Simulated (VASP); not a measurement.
# MgTe (F-43m) in VASP: elastic constants with r2SCAN

Aim: the elastic constants of MgTe with r2SCAN.

All numbers are computed with VASP 6.6.1; they aren't measurements. Logs are shortened: lines on timing, memory, paths and dates and some standing lists are left out, and cuts for length are marked.

### Step 1. The cell of the first run

Symmetry: F-43m, No. 216, cubic system. Conventional cell: a = 6.082 Å, b = 6.082 Å, c = 6.082 Å, α = 90.00°, β = 90.00°, γ = 90.00°. Mg (site symmetry -43m) has 4 Te at 2.63 Å within 3.5 Å. Te (site symmetry -43m) has 4 Mg at 2.63 Å within 3.5 Å.

### Step 2. Elastic constants, r2SCAN

The input, INCAR:

```
SYSTEM = MgTe
  PREC = Accurate
  ENCUT = 660
  EDIFF = 1E-8
  ISMEAR = 0
  SIGMA = 0.01
  LREAL = .FALSE.
  LASPH = .TRUE.
  NELM = 120
  ALGO = Normal
  ISIF = 3
  LWAVE = .FALSE.
  LCHARG = .FALSE.
  METAGGA = R2SCAN
  LMIXTAU = .TRUE.
  NBANDS = 11
  IBRION = 6
  NFREE = 2
  POTIM = 0.015
  NSW = 1
  GGA_COMPAT = .FALSE.
```

The input, KPOINTS:

```
Automatic mesh
0
G
  8 8 8
  0 0 0
```

The input, POSCAR:

```
MgTe
1.0
    0.0000000000      3.0412248398      3.0412248398
    3.0412248398      0.0000000000      3.0412248398
    3.0412248398      3.0412248398      0.0000000000
Mg Te
1 1
Direct
    0.0000000000      0.0000000000      0.0000000000
    0.2500000000      0.2500000000      0.2500000000
```

Potentials or basis: VASP PAW PBE potentials, release 64 (Mg, Te).

On the command line:

```console
> cat potpaw_PBE.64/Mg/POTCAR potpaw_PBE.64/Te/POTCAR > POTCAR
> mpirun -np 1 vasp_std > vasp.out
```

OUTCAR:

```text
SYSTEM = MgTe
   PREC = Accurate
   ENCUT = 660
   EDIFF = 1E-8
   ISMEAR = 0
   LREAL = .FALSE.
   LASPH = .TRUE.
   NELM = 120
   ISIF = 3
   METAGGA = R2SCAN
   IBRION = 6
   NFREE = 2
   POTIM = 0.015
   NSW = 1

 ion  position               nearest neighbor table
   1  0.000  0.000  0.000-   2 2.63   2 2.63   2 2.63   2 2.63
   2  0.250  0.250  0.250-   1 2.63   1 2.63   1 2.63   1 2.63

  LATTYP: Found a face centered cubic cell.
 ALAT       =     6.0824496796

  Lattice vectors:

 A1 = (   0.0000000000,   3.0412248398,   3.0412248398)
 A2 = (   3.0412248398,   0.0000000000,   3.0412248398)
 A3 = (   3.0412248398,   3.0412248398,   0.0000000000)

Analysis of symmetry for initial positions (statically):
=====================================================================
 Subroutine PRICEL returns:
 Original cell was already a primitive cell.

 Routine SETGRP: Setting up the symmetry group for a
 face centered cubic supercell.

 Subroutine GETGRP returns: Found 24 space group operations
 (whereof 24 operations were pure point group operations)
 out of a pool of 48 trial point group operations.

The static configuration has the point symmetry T_d .

Analysis of symmetry for dynamics (positions and initial velocities):
=====================================================================
 Subroutine PRICEL returns:
 Original cell was already a primitive cell.

 Routine SETGRP: Setting up the symmetry group for a
 face centered cubic supercell.

 Subroutine GETGRP returns: Found 24 space group operations
 (whereof 24 operations were pure point group operations)
 out of a pool of 48 trial point group operations.

The dynamic configuration has the point symmetry T_d .

 Subroutine INISYM returns: Found 24 space group operations
 (whereof 24 operations are pure point group operations),
 and found     1 'primitive' translations

----------------------------------------------------------------------------------------

                                     Primitive cell

  volume of cell :      56.2569

  direct lattice vectors                    reciprocal lattice vectors
     0.000000000  3.041224840  3.041224840    -0.164407443  0.164407443  0.164407443
     3.041224840  0.000000000  3.041224840     0.164407443 -0.164407443  0.164407443
     3.041224840  3.041224840  0.000000000     0.164407443  0.164407443 -0.164407443

  length of vectors
     4.300941415  4.300941415  4.300941415     0.284762045  0.284762045  0.284762045

  position of ions in fractional coordinates (direct lattice)
     0.000000000  0.000000000  0.000000000
     0.250000000  0.250000000  0.250000000

  ion indices of the primitive-cell ions
   primitive index   ion index
                 1           1
                 2           2

----------------------------------------------------------------------------------------

 KPOINTS: Automatic mesh

Automatic generation of k-mesh.
 Grid dimensions read from file:
 generate k-points for:    8    8    8

 Generating k-lattice:

  Cartesian coordinates                     Fractional coordinates (reciprocal lattice)
    -0.020550930  0.020550930  0.020550930     0.125000000  0.000000000  0.000000000
[... 111 lines left out ...]

  FORCE on cell =-STRESS in cart. coord.  units (eV):
  Direction    XX          YY          ZZ          XY          YZ          ZX
  --------------------------------------------------------------------------------------
  -------------------------------------------------------------------------------------
  Total        3.4898403      3.4898403      3.4898403     -0.0000000      0.0000000      0.0000000
  in kB       99.3895118     99.3895118     99.3895118     -0.0000000      0.0000000      0.0000000
  external PRESSURE =      99.3895118 kB  Pullay stress =       0.0000000 kB
[... 89 lines left out ...]
  FREE ENERGIE OF THE ION-ELECTRON SYSTEM (eV)
  ---------------------------------------------------
  free  energy   TOTEN  =       -31.3281878123 eV

  energy  without entropy=      -31.3281878123  energy(sigma->0) =      -31.32818781

[... ionic steps 4 to 14 ...]

--------------------------------------- Ionic step       15  -------------------------------------------

 number of electron       8.0000000 magnetization

------------------------ aborting loop because EDIFF is reached ----------------------------------------
[... 67 lines left out ...]
--------------------------------------- Ionic step       17  -------------------------------------------

 number of electron       8.0000000 magnetization

 Free energy of the ion-electron system (eV)
  ---------------------------------------------------
  ext. energy  EPLUGINS =         0.00000000
  ---------------------------------------------------
  free energy    TOTEN  =       -31.38284758 eV

  energy without entropy =      -31.38284758  energy(sigma->0) =      -31.38284758

 E-fermi :   3.1648     XC(G=0):  -8.9105

 val. band max:        3.0871377473   @ k =   0.0000   0.0000   0.0000
 cond. band min:       5.9862780720   @ k =   0.5000   0.5000   0.0000
 fundamental gap:      2.8991403247
 Fermi energy:         3.1648215314

 k-point     1 :       0.0000    0.0000    0.0000
  band No.  band energies     occupation
      1      -8.1841      2.00000
      2       3.0467      2.00000
      3       3.0672      2.00000
      4       3.0871      2.00000
      5       7.1087      0.00000
      6       9.3017      0.00000
      7       9.3074      0.00000
      8       9.3132      0.00000
      9      12.5096      0.00000
     10      12.5101      0.00000
     11      13.3438      0.00000
[... 309 lines left out ...]
 k-point    24 :      -0.3750    0.2500    0.1250
  band No.  band energies     occupation
      1      -7.0958      2.00000
      2      -0.5743      2.00000
      3       1.2208      2.00000
      4       2.0702      2.00000
      5       8.1013      0.00000
      6       8.7236      0.00000
      7      10.8440      0.00000
      8      11.4823      0.00000
      9      12.7031      0.00000
     10      14.4072      0.00000
     11      15.8533      0.00000

 [... further k-points ...]

------------------------ aborting loop because EDIFF is reached ----------------------------------------

  FORCE on cell =-STRESS in cart. coord.  units (eV):
  Direction    XX          YY          ZZ          XY          YZ          ZX
  --------------------------------------------------------------------------------------
  -------------------------------------------------------------------------------------
  Total        3.4892129      3.4927458      3.4927458      0.0000000      0.1659669      0.0000000
  in kB       99.3716418     99.4722582     99.4722582      0.0000000      4.7266843      0.0000000
  external PRESSURE =      99.4387194 kB  Pullay stress =       0.0000000 kB
[... 17 lines left out ...]
  FREE ENERGIE OF THE ION-ELECTRON SYSTEM (eV)
  ---------------------------------------------------
  free  energy   TOTEN  =       -31.3828475833 eV

  energy  without entropy=      -31.3828475833  energy(sigma->0) =      -31.38284758

 INTERNAL STRAIN TENSORS FROM STRAINED CELLS
 ============================================

 INTERNAL STRAIN TENSOR FOR ION    1 for displacements in x,y,z  (eV/Angst):
          X           Y           Z          XY          YZ          ZX
  --------------------------------------------------------------------------------
  x    -0.00000    -0.00000     0.00000     0.00000    11.04725     0.00000
  y    -0.00000     0.00000     0.00000     0.00000     0.00000    11.04727
  z    -0.00000    -0.00000     0.00000    11.04746    -0.00000    -0.00000

 INTERNAL STRAIN TENSORS FROM DISPLACED ATOMS
 ============================================

 INTERNAL STRAIN TENSOR FOR ION    1 for displacements in x,y,z  (eV/Angst):
          X           Y           Z          XY          YZ          ZX
  --------------------------------------------------------------------------------
  x     0.00000     0.00000     0.00000     0.00000    11.08573     0.00000
  y     0.00000     0.00000     0.00000     0.00000     0.00000    11.08573
  z     0.00000     0.00000     0.00000    11.08573     0.00000     0.00000

 INTERNAL STRAIN TENSOR FOR ION    2 for displacements in x,y,z  (eV/Angst):
          X           Y           Z          XY          YZ          ZX
  --------------------------------------------------------------------------------
  x     0.00000     0.00000     0.00000     0.00000   -11.04050     0.00000
  y     0.00000    -0.00000     0.00000     0.00000     0.00000   -11.04050
  z     0.00000     0.00000     0.00000   -11.04050     0.00000     0.00000

 Eigenvectors and eigenvalues of the dynamical matrix
 ----------------------------------------------------

   1 f  =    9.323010 THz    58.578201 2PiTHz  310.982148 cm-1    38.556855 meV
             X         Y         Z           dx          dy          dz
      0.000000  0.000000  0.000000    -0.916298    0.000000    0.000000
      1.520612  1.520612  1.520612     0.400496    0.000000    0.000000
[... 21 lines left out ...]
   6 f/i=    0.005034 THz     0.031628 2PiTHz    0.167908 cm-1     0.020818 meV
             X         Y         Z           dx          dy          dz
      0.000000  0.000000  0.000000     0.000000    0.000000   -0.400496
      1.520612  1.520612  1.520612     0.000000    0.000000   -0.916298

--------------------------------------------------------------------------------------------------------

 ELASTIC MODULI CONTR FROM IONIC RELAXATION (kBar)
 Direction    XX          YY          ZZ          XY          YZ          ZX
 --------------------------------------------------------------------------------
 XX          -0.0000     -0.0000      0.0000     -0.0000      0.0000     -0.0000
 YY           0.0000     -0.0000     -0.0000      0.0000     -0.0000     -0.0000
 ZZ           0.0000     -0.0000     -0.0000      0.0000     -0.0000     -0.0000
 XY          -0.0000      0.0000      0.0000   -479.5882      0.0000      0.0000
 YZ           0.0000     -0.0000     -0.0000      0.0000   -479.5882      0.0000
 ZX          -0.0000     -0.0000     -0.0000      0.0000      0.0000   -479.5882
 --------------------------------------------------------------------------------

 TOTAL ELASTIC MODULI (kBar)
 Direction    XX          YY          ZZ          XY          YZ          ZX
 --------------------------------------------------------------------------------
 XX         696.4917    632.5194    632.5194     -0.0000      0.0000      0.0000
 YY         632.5194    696.4917    632.5194     -0.0000     -0.0000     -0.0000
 ZZ         632.5194    632.5194    696.4917      0.0000      0.0000     -0.0000
 XY          -0.0000     -0.0000      0.0000    135.8450      0.0000      0.0000
 YZ           0.0000     -0.0000      0.0000      0.0000    135.8450      0.0000
 ZX           0.0000     -0.0000     -0.0000      0.0000      0.0000    135.8450
 --------------------------------------------------------------------------------
```

Wall time 38 min (1 thread of Intel Xeon 6975P-C (Granite Rapids), shared host); peak memory 0.39 GiB.

Results:

- Elastic constants C11, C12, C44: 70, 63, 14 GPa
- Voigt bulk modulus: 65 GPa
- Highest phonon frequency at Γ, LO-TO splitting left out: 311 cm⁻¹

Phonon frequencies in cm⁻¹ (negative: imaginary):
```csv
q point,frequencies
"(0.000, 0.000, 0.000)",0 0 0 311 311 311
```

Elastic tensor in Voigt notation (GPa, in the Cartesian axes of the cell as first typed):
```
70 63 63  0  0  0
63 70 63  0  0  0
63 63 70  0  0  0
 0  0  0 14  0  0
 0  0  0  0 14  0
 0  0  0  0  0 14
```

Clamped-ion elastic tensor (GPa):
```
70 63 63  0  0  0
63 70 63  0  0  0
63 63 70  0  0  0
 0  0  0 62  0  0
 0  0  0  0 62  0
 0  0  0  0  0 62
```

Caveat: the cell is under stress, which shifts elastic constants; the PAW data sets were made with another functional, which shifts forces and pressure a little; spin-orbit coupling is left out, which moves the levels of the heavy elements.
